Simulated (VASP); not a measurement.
Crystal: NaH.

```
CELL_PARAMETERS angstrom
0.00000 2.39751 2.39751
2.39751 0.00000 2.39751
2.39751 2.39751 0.00000
ATOMIC_POSITIONS crystal
Na 0.00000 0.00000 0.00000
H 0.50000 0.50000 0.50000
```

Program: VASP 6.6.1. Alike in all runs: task single point; potentials or basis VASP PAW PBE potentials, release 64 (Na_pv, H); no spin polarisation; cell as given; cutoff (eV) 520; smearing gaussian 0.01 eV.

Q: Order these runs on this cell by their band gap on the k mesh, lowest first.
A. level PBE0; k mesh 6 × 6 × 6; grid for exact exchange (PRECFOCK) Normal; share of exact exchange 0.25
B. level r2SCAN; k mesh 6 × 6 × 6
C. level PBE; k mesh 10 × 10 × 10
D. level HSE06; k mesh 6 × 6 × 6; grid for exact exchange (PRECFOCK) Normal; share of exact exchange 0.25; screening parameter 0.2079 1/Å

A: C (3.82 eV), B (4.46 eV), D (4.89 eV), A (5.63 eV).

A k mesh can miss the band edges.
